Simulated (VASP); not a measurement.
# Zr3S2 (R32) in VASP: notebook

Aim: see how the results for Zr3S2 move with the level of theory and the settings. Levels: PBEsol, PBEsol+U. Tasks: relaxation of cell and atoms, single point.

All numbers are computed with VASP 6.6.1; they aren't measurements. Logs are shortened: lines on timing, memory, paths and dates and some standing lists are left out, and cuts for length are marked.

### 1 The cell of the first run

It takes space group R32 (No. 155, trigonal). The conventional cell has a = 5.805 Å, b = 5.805 Å, c = 10.463 Å, α = 90.00°, β = 90.00°, γ = 120.00°. Zr (site symmetry 2) has 4 S at 2.61 to 2.62 Å and 8 Zr at 3.32 to 3.49 Å within 3.5 Å. Within 3.5 Å of S (site symmetry 3) lie 6 Zr at 2.61 to 2.62 Å and 4 S at 3.35 to 3.45 Å.

### 2 Relaxation of cell and atoms, PBEsol

File INCAR:

```
SYSTEM = Zr3S2
  ALGO = Normal
  EDIFF = 1E-6
  EDIFFG = -0.01
  ENCUT = 600
  GGA = PS
  IBRION = 2
  ISIF = 3
  ISMEAR = -1
  LASPH = .True.
  LCHARG = .False.
  LREAL = .False.
  LWAVE = .False.
  NELM = 100
  NSW = 60
  PREC = Accurate
  SIGMA = 0.05
```

File KPOINTS:

```
k-points
0
Gamma
  6 6 6
  0 0 0
```

File POSCAR:

```
Zr3S2
1.0
    2.9025379727      1.6757810799      3.4877732718
   -2.9025379727      1.6757810799      3.4877732718
    0.0000000000     -3.3515621597      3.4877732718
Zr S
3 2
Direct
    0.8387270000      0.5000000000      0.1612730000
    0.5000000000      0.1612730000      0.8387270000
    0.1612730000      0.8387270000      0.5000000000
    0.6650230000      0.6650230000      0.6650230000
    0.3349770000      0.3349770000      0.3349770000
```

Potentials or basis: VASP PAW PBE potentials, release 64 (Zr_sv, S).

Run with:

```sh
$ cat potpaw_PBE.64/Zr_sv/POTCAR potpaw_PBE.64/S/POTCAR > POTCAR
$ mpirun -np 1 vasp_std > vasp.out
```

OUTCAR:

```text
SYSTEM = Zr3S2
   EDIFF = 1E-6
   EDIFFG = -0.01
   ENCUT = 600
   GGA = PS
   IBRION = 2
   ISIF = 3
   ISMEAR = -1
   LASPH = .True.
   LREAL = .False.
   NELM = 100
   NSW = 60
   PREC = Accurate

 ion  position               nearest neighbor table
   1  0.839  0.500  0.161-   4 2.61   5 2.61   4 2.62   5 2.62   3 3.32   3 3.32   2 3.32   2 3.32
                             2 3.41   3 3.41   3 3.49   2 3.49
   2  0.500  0.161  0.839-   5 2.61   4 2.61   5 2.62   4 2.62   3 3.32   3 3.32   1 3.32   1 3.32
                             1 3.41   3 3.41   3 3.49   1 3.49
   3  0.161  0.839  0.500-   4 2.61   5 2.61   4 2.62   5 2.62   2 3.32   1 3.32   1 3.32   2 3.32
                             1 3.41   2 3.41   1 3.49   2 3.49
   4  0.665  0.665  0.665-   1 2.61   2 2.61   3 2.61   1 2.62   3 2.62   2 2.62
   5  0.335  0.335  0.335-   2 2.61   1 2.61   3 2.61   2 2.62   3 2.62   1 2.62

  LATTYP: Found a trigonal (rhomboedric) cell.
 ALAT       =     4.8370994724
 COS(alpha) =     0.2798619160

  Lattice vectors:

 A1 = (   2.9025379727,   1.6757810799,   3.4877732718)
 A2 = (  -2.9025379727,   1.6757810799,   3.4877732718)
 A3 = (   0.0000000000,  -3.3515621597,   3.4877732718)

Analysis of symmetry for initial positions (statically):
=====================================================================
 Subroutine PRICEL returns:
 Original cell was already a primitive cell.

 Routine SETGRP: Setting up the symmetry group for a
 trigonal (rhombohedral) supercell.

 Subroutine GETGRP returns: Found  6 space group operations
 (whereof  6 operations were pure point group operations)
 out of a pool of 12 trial point group operations.

The static configuration has the point symmetry D_3 .

Analysis of symmetry for dynamics (positions and initial velocities):
=====================================================================
 Subroutine PRICEL returns:
 Original cell was already a primitive cell.

 Routine SETGRP: Setting up the symmetry group for a
 trigonal (rhombohedral) supercell.

 Subroutine GETGRP returns: Found  6 space group operations
 (whereof  6 operations were pure point group operations)
 out of a pool of 12 trial point group operations.

The dynamic configuration has the point symmetry D_3 .

 Subroutine INISYM returns: Found  6 space group operations
 (whereof  6 operations are pure point group operations),
 and found     1 'primitive' translations

----------------------------------------------------------------------------------------

                                     Primitive cell

  volume of cell :     101.7876

  direct lattice vectors                    reciprocal lattice vectors
     2.902537973  1.675781080  3.487773272     0.172263035  0.099456110  0.095571962
    -2.902537973  1.675781080  3.487773272    -0.172263035  0.099456110  0.095571962
     0.000000000 -3.351562160  3.487773272     0.000000000 -0.198912219  0.095571962

  length of vectors
     4.837099472  4.837099472  4.837099472     0.220680925  0.220680925  0.220680925

  position of ions in fractional coordinates (direct lattice)
     0.838727000  0.500000000  0.161273000
     0.500000000  0.161273000  0.838727000
     0.161273000  0.838727000  0.500000000
     0.665023000  0.665023000  0.665023000
     0.334977000  0.334977000  0.334977000

  ion indices of the primitive-cell ions
   primitive index   ion index
                 1           1
                 2           2
                 3           3
                 4           4
                 5           5

----------------------------------------------------------------------------------------

 KPOINTS: k-points

Automatic generation of k-mesh.
 Grid dimensions read from file:
 generate k-points for:    6    6    6

 Generating k-lattice:

  Cartesian coordinates                     Fractional coordinates (reciprocal lattice)
     0.028710506  0.016576018  0.015928660     0.166666667 -0.000000000  0.000000000
    -0.028710506  0.016576018  0.015928660    -0.000000000  0.166666667  0.000000000
     0.000000000 -0.033152037  0.015928660    -0.000000000 -0.000000000  0.166666667

  Length of vectors
     0.036780154  0.036780154  0.036780154

  Shift w.r.t. Gamma in fractional coordinates (k-lattice)
     0.000000000  0.000000000  0.000000000

 Subroutine IBZKPT returns following result:
 ===========================================

 Found     32 irreducible k-points:

 Following reciprocal coordinates:
            Coordinates               Weight
  0.000000  0.000000  0.000000      1.000000
  0.166667 -0.000000 -0.000000      6.000000
  0.333333 -0.000000 -0.000000      6.000000
  0.500000  0.000000 -0.000000      3.000000
  0.166667  0.166667 -0.000000      6.000000
  0.333333  0.166667  0.000000     12.000000
[... 16 lines left out ...]
  0.500000  0.500000  0.166667      6.000000
 -0.333333  0.500000  0.166667     12.000000
 [... further k-points ...]
   k-points           NKPTS =     32   k-points in BZ     NKDIM =     32   number of bands    NBANDS=     28
   number of dos      NEDOS =    301   number of ions     NIONS =      5
   total plane-waves  NPLWV =  64000
   dimension x,y,z NGX =    40 NGY =   40 NGZ =   40
   dimension x,y,z NGXF=    80 NGYF=   80 NGZF=   80
   ions per type =               3   2
   NGX,Y,Z   is equivalent  to a cutoff of  13.75, 13.75, 13.75 a.u.
   NGXF,Y,Z  is equivalent  to a cutoff of  27.50, 27.50, 27.50 a.u.
 SYSTEM =  Zr3S2
   PREC   = accura    normal or accurate (medium, high low for compatibility)
   ISTART =      0    job   : 0-new  1-cont  2-samecut
   ICHARG =      2    charge: 1-file 2-atom 10-const
   ISPIN  =      1    spin polarized calculation?
   LNONCOLLINEAR =      F non collinear calculations
   LSORBIT =      F    spin-orbit coupling
   LASPH  =      T    aspherical Exc in radial PAW
   ENCUT  =  600.0 eV  44.10 Ry    6.64 a.u.   9.66  9.66  9.66*2*pi/ulx,y,z
   NELM   =    100;   NELMIN=  2; NELMDL= -5     # of ELM steps
   EDIFF  = 0.1E-05   stopping-criterion for ELM
   LREAL  =      F    real-space projection
   EDIFFG = -.1E-01   stopping-criterion for IOM
   NSW    =     60    number of steps for IOM
   IBRION =      2    ionic relax: 0-MD 1-quasi-New 2-CG
   NFREE  =      1    steps in history (QN), initial steepest desc. (CG)
   ISIF   =      3    stress and relaxation
   ISYM   =      2    0-nonsym 1-usesym 2-fastsym
   POTIM  = 0.5000    time-step for ionic-motion
   TEBEG  =    0.0;   TEEND  =   0.0 temperature during run
   PSTRESS=    0.0 pullay stress
   NELECT =      48.0000    total number of electrons
   NUPDOWN=      -1.0000    fix difference up-down
   EMIN   =  10.00;   EMAX   =-10.00  energy-range for DOS
   EFERMI =   0.00;   METHOD = LEGACY
   ISMEAR =    -1;   SIGMA  =   0.05  broadening in eV -4-tet -1-fermi 0-gaus
   EFERMI_NEDOS =   21; number of points for ismear=-14 and -15
   IALGO  =     38    algorithm
   IMIX   =      4    mixing-type and parameters
     AMIX     =   0.40;   BMIX     =  1.00
     AMIX_MAG =   1.60;   BMIX_MAG =  1.00
  volume/ion in A,a.u.               =      20.36       137.38
  Fermi-wavevector in a.u.,A,eV,Ry     =   1.274257  2.407996 22.092199  1.623731
  Thomas-Fermi vector in A             =   2.407035
   LORBIT       =      0    0 simple, 1 ext, 2 COOP (PROOUT), +10 PAW based schemes
   GGA     = PS    functional components
   LHFCALC =     F    Hartree Fock is set to
   AEXX    =    0.0000 exact exchange contribution
   IVDW    =     0    specifies the selected vdW correction
   LEPSILON=     F    determine dielectric tensor
   LRPA    =     F    only Hartree local field effects (RPA)
 conjugate gradient relaxation of ions
 non-spin polarized calculation
  energy-cutoff  :      600.00
  volume of cell :      101.79
 maximum number of plane-waves:      3446
 NGX is ok and might be reduce to    40
   NGX = 19   NGY = 19   NGZ = 19

--------------------------------------- Ionic step        1  -------------------------------------------

 number of electron      48.0000000 magnetization

 Free energy of the ion-electron system (eV)
  ---------------------------------------------------
  ext. energy  EPLUGINS =         0.00000000
  ---------------------------------------------------
  free energy    TOTEN  =       -41.88261634 eV

  energy without entropy =      -41.86248152  energy(sigma->0) =      -41.87254893

------------------------ aborting loop because EDIFF is reached ----------------------------------------

  FORCE on cell =-STRESS in cart. coord.  units (eV):
  Direction    XX          YY          ZZ          XY          YZ          ZX
  --------------------------------------------------------------------------------------
  -------------------------------------------------------------------------------------
  Total       -3.0699455     -3.0699455     -3.2805223      0.0000000     -0.0000000      0.0000000
  in kB      -48.3221847    -48.3221847    -51.6367478      0.0000000     -0.0000000      0.0000000
  external PRESSURE =     -49.4270391 kB  Pullay stress =       0.0000000 kB

 VOLUME and BASIS-vectors are now :
 -----------------------------------------------------------------------------
  energy-cutoff  :      600.00
  volume of cell :      101.79
      direct lattice vectors                 reciprocal lattice vectors
     2.902537973  1.675781080  3.487773272     0.172263035  0.099456110  0.095571962
    -2.902537973  1.675781080  3.487773272    -0.172263035  0.099456110  0.095571962
     0.000000000 -3.351562160  3.487773272     0.000000000 -0.198912219  0.095571962
[... 235 lines left out ...]
 POSITION                                       TOTAL-FORCE (eV/Angst)
 -----------------------------------------------------------------------------------
      0.96898      1.67832      5.16262         0.000626      0.001084     -0.000000
      0.96898     -1.67832      5.16262         0.000626     -0.001084      0.000000
     -1.93796      0.00000      5.16262        -0.001252     -0.000000     -0.000000
      0.00000      0.00000      6.86589         0.000000     -0.000000     -0.011596
      0.00000      0.00000      3.45936         0.000000      0.000000      0.011596
 -----------------------------------------------------------------------------------
    total drift:                               -0.000000      0.000000     -0.000000

  FREE ENERGIE OF THE ION-ELECTRON SYSTEM (eV)
  ---------------------------------------------------
  free  energy   TOTEN  =       -41.9479484278 eV

  energy  without entropy=      -41.9284714263  energy(sigma->0) =      -41.93820993

--------------------------------------- Ionic step        8  -------------------------------------------

 number of electron      47.9999999 magnetization

 Free energy of the ion-electron system (eV)
  ---------------------------------------------------
  ext. energy  EPLUGINS =         0.00000000
  ---------------------------------------------------
  free energy    TOTEN  =       -41.94795517 eV

  energy without entropy =      -41.92848003  energy(sigma->0) =      -41.93821760

 E-fermi :   9.2072     XC(G=0): -11.2289

 val. band max:        9.2032099960   @ k =   0.1667  -0.0000  -0.0000
 cond. band min:       9.2161720419   @ k =   0.3333   0.3333   0.3333
 fundamental gap:      0.0129620459
 Fermi energy:         9.2072135715

 k-point     1 :       0.0000    0.0000    0.0000
  band No.  band energies     occupation
      1     -39.6807      2.00000
      2     -39.5854      2.00000
      3     -39.5854      2.00000
      4     -17.9135      2.00000
      5     -17.9038      2.00000
      6     -17.9038      2.00000
[... 20 lines left out ...]
     27      11.3228      0.00000
[... 691 lines left out ...]
      6     -17.8998      2.00000
[... 20 lines left out ...]
     27      10.7836      0.00000
     28      11.2182      0.00000

 [... further k-points ...]

------------------------ aborting loop because EDIFF is reached ----------------------------------------

  FORCE on cell =-STRESS in cart. coord.  units (eV):
  Direction    XX          YY          ZZ          XY          YZ          ZX
  --------------------------------------------------------------------------------------
  -------------------------------------------------------------------------------------
  Total       -0.0299913     -0.0299913     -0.0433240      0.0000000     -0.0000000      0.0000000
  in kB       -0.4915476     -0.4915476     -0.7100664      0.0000000     -0.0000000      0.0000000
  external PRESSURE =      -0.5643872 kB  Pullay stress =       0.0000000 kB

 VOLUME and BASIS-vectors are now :
 -----------------------------------------------------------------------------
  energy-cutoff  :      600.00
  volume of cell :       97.76
      direct lattice vectors                 reciprocal lattice vectors
     2.863045021  1.652979813  3.442652205     0.174639238  0.100828011  0.096824574
    -2.863045021  1.652979813  3.442652205    -0.174639238  0.100828011  0.096824574
     0.000000000 -3.305959627  3.442652205     0.000000000 -0.201656022  0.096824574

 POSITION                                       TOTAL-FORCE (eV/Angst)
 -----------------------------------------------------------------------------------
      0.96931      1.67889      5.16398         0.000107      0.000185     -0.000000
      0.96931     -1.67889      5.16398         0.000107     -0.000185      0.000000
     -1.93861      0.00000      5.16398        -0.000214      0.000000     -0.000000
      0.00000      0.00000      6.86705        -0.000000     -0.000000     -0.005247
      0.00000      0.00000      3.46091        -0.000000      0.000000      0.005247
 -----------------------------------------------------------------------------------
    total drift:                               -0.000000     -0.000000      0.000000

  FREE ENERGIE OF THE ION-ELECTRON SYSTEM (eV)
  ---------------------------------------------------
  free  energy   TOTEN  =       -41.9479551675 eV

  energy  without entropy=      -41.9284800337  energy(sigma->0) =      -41.93821760

 reached required accuracy - stopping structural energy minimisation
```

It took 4.3 min on 1 thread of Intel Xeon Platinum 8559C (Emerald Rapids), shared host; peak memory 0.3 GiB.

Results:

| Item | Value |
| --- | --- |
| Free energy | -41.9480 eV |
| Relaxed volume | 19.55 Å³/atom |
| Relaxed cell | a = 4.773 Å, b = 4.773 Å, c = 4.773 Å, α = 73.72°, β = 73.72°, γ = 73.72° |
| Space group after relaxing (to 0.1 Å) | R32 (No. 155) |
| Energy gained by relaxing | 13.1 meV/atom |
| Ionic steps | 8 |
| Pressure after relaxing | -0.1 GPa |
| Largest force after relaxing | 0.005 eV/Å |
| Band gap on the k mesh | zero (bands 24 and 25 overlap by 0.23 eV) |

Forces on the atoms (eV/Å):
```
Zr   0.000  0.000  0.000
Zr   0.000  0.000  0.000
Zr   0.000  0.000  0.000
S    0.000  0.000 -0.005
S    0.000  0.000  0.005
```

Step by step:
| step | energy change (eV) | largest force (eV/Å) | pressure (GPa) | volume (Å³) |
| --- | --- | --- | --- | --- |
| 1 | 0.0000 | 0.1265 | -4.94 | 101.79 |
| 2 | 0.0487 | 0.2437 | 7.65 | 92.81 |
| 3 | -0.0652 | 0.0139 | -0.07 | 97.79 |
| 4 | -0.0653 | 0.0168 | 0.03 | 97.71 |
| 5 | -0.0653 | 0.0099 | 0.04 | 97.70 |
| 6 | -0.0653 | 0.0127 | 0.04 | 97.68 |
| 7 | -0.0653 | 0.0116 | 0.04 | 97.68 |
| 8 | -0.0653 | 0.0052 | -0.06 | 97.76 |

Final structure:
```cif
data_structure
_symmetry_space_group_name_H-M 'P 1'
_symmetry_Int_Tables_number 1
_cell_length_a 4.7730
_cell_length_b 4.7730
_cell_length_c 4.7730
_cell_angle_alpha 73.718
_cell_angle_beta 73.718
_cell_angle_gamma 73.718
_cell_volume 97.76
loop_
_atom_site_label
_atom_site_type_symbol
_atom_site_fract_x
_atom_site_fract_y
_atom_site_fract_z
_atom_site_occupancy
Zr1 Zr 0.83856 0.50000 0.16144 1
Zr2 Zr 0.50000 0.16144 0.83856 1
Zr3 Zr 0.16144 0.83856 0.50000 1
S1 S 0.66490 0.66490 0.66490 1
S2 S 0.33510 0.33510 0.33510 1
```

Levels at points of the mesh, in eV from the Fermi level:
| k point | band 22 | band 23 | band 24 | band 25 | band 26 | band 27 |
| --- | --- | --- | --- | --- | --- | --- |
| (0.00, 0.00, 0.00) | -1.94 | 0.12 | 0.12 | 0.71 | 0.71 | 2.12 |
| (0.50, 0.00, 0.00) | -1.16 | -0.91 | -0.70 | -0.11 | 1.03 | 1.83 |
| (0.50, 0.50, 0.00) | -1.28 | -0.84 | -0.29 | -0.05 | 0.93 | 1.98 |
| (0.50, 0.50, 0.50) | -0.38 | -0.20 | -0.20 | 0.32 | 0.32 | 1.12 |

Caveat: the PAW data sets were made with another functional, which shifts forces and pressure a little.

(Continued in part 2 of 2.)
